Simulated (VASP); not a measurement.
## WSe2: single point with PBE+D3(BJ)

The system is WSe2, a slab with vacuum.

```
Se W
1.0
     3.28550    0.00000    0.00000
    -1.64275    2.84533    0.00000
     0.00000    0.00000   32.73758
Se W
2 1
Direct
  0.33333 0.66667 0.44854
  0.33333 0.66667 0.55146
  0.66667 0.33333 0.50000
```

| Item | Value |
| --- | --- |
| Program | VASP 6.6.1 |
| Task | single point |
| Functional | PBE |
| Dispersion | D3(BJ) |
| Potentials or basis | VASP PAW PBE potentials, release 64 (Se, W_sv) |
| Cutoff | 400 eV |
| k mesh | 9 × 9 × 1 |
| Occupations | gaussian, width 0.02 eV |
| Spin | non-collinear spin, zero start, spin-orbit coupling |
| Starting moments | [[0.0, 0.0, 0.0], [0.0, 0.0, 0.0], [0.0, 0.0, 0.0]] μB |

```
Largest force                                         : 0.079 eV/Å
Net moment                                            : 0.00 μB per cell
Valence electrons inside the program's atomic spheres : Se 3.90; W 11.97
Dispersion energy per atom                            : -0.337 eV
```

Forces on the atoms (eV/Å):
```
Se   0.000  0.000 -0.079
Se   0.000  0.000  0.079
W    0.000  0.000  0.000
```

Moments on the atoms (μB; x, y, z):
```
Se  0.00 0.00 0.00
Se  0.00 0.00 0.00
W   0.00 0.00 0.00
```

Wall time 13 min on 1 thread of Intel(R) Xeon(R) Platinum 8259CL CPU @ 2.50GHz (Skylake/Cascade Lake), with other jobs on the host, peak memory 0.99 GiB.
